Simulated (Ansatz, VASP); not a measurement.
# One calculation of AlNi3, two programs

The input INCAR:

```
SYSTEM = AlNi3
ALGO = Normal
EDIFF = 1E-6
ENCUT = 520
GGA = PS
ISIF = 2
ISMEAR = -1
LASPH = .TRUE.
LCHARG = .TRUE.
LELF = .TRUE.
LREAL = .FALSE.
LVHAR = .TRUE.
LWAVE = .FALSE.
NBANDS = 24
NELM = 60
PREC = Accurate
SIGMA = 0.01
```

File KPOINTS:

```
k-points
0
G
  14 14 14
  0 0 0
```

File POSCAR:

```
AlNi3
1.0
    0.0000000000      2.8018887551      2.8018887551
    2.8018887551      0.0000000000      2.8018887551
    2.8018887551      2.8018887551      0.0000000000
Al Ni
1 3
Direct
    0.5000000000      0.5000000000      0.5000000000
    0.2500000000      0.2500000000      0.2500000000
    0.0000000000      0.0000000000      0.0000000000
    0.7500000000      0.7500000000      0.7500000000
```

Input for Ansatz:

```yaml
crystal:
  lattice:
    - [0.0, 2.8018887551, 2.8018887551]
    - [2.8018887551, 0.0, 2.8018887551]
    - [2.8018887551, 2.8018887551, 0.0]
  atoms:
    - { symbol: Al, position: [0.5, 0.5, 0.5] }
    - { symbol: Ni, position: [0.25, 0.25, 0.25] }
    - { symbol: Ni, position: [0.0, 0.0, 0.0] }
    - { symbol: Ni, position: [0.75, 0.75, 0.75] }
basis:
  ecutwfc: 420
kpoints:
  mp_grid: { grid: [14, 14, 14] }
hamiltonian:
  xc: pbesol
scf:
  occupations: { method: fermi_dirac, width: 0.01 }
output:
  forces: true
  stress: true
  eigenvalues: true
```

Alike in both runs: task single point; functional PBEsol; k mesh 14 × 14 × 14; occupations fermi-dirac, width 0.01 eV; no spin polarisation.

|  | VASP | Ansatz |
| --- | --- | --- |
| version | VASP 6.6.1 | Ansatz 0.2.0 |
| potentials or method | VASP PAW PBE potentials, release 64 (Al, Ni), cutoff 520 eV | scalar-relativistic, plane waves, PAW |
| valence electrons in the cell | 33 | 57 |

Ansatz gave:

| Item | Value |
| --- | --- |
| gap on the k mesh at the Fermi level (eV) | none |
| pressure (GPa) | -0.8 |

What did VASP give for the same quantities?

gap on the k mesh at the Fermi level (eV): none; pressure (GPa): -0.7.

VASP's potentials were made for PBE, not for PBEsol. A gap of «none» marks a metal or a gap that the smearing closes. With one functional, cell and mesh, what is left measures potentials, basis and numerics. VASP's potentials hold 33 valence electrons a cell and Ansatz's 57, so a difference there can come from the potentials and not from the codes.
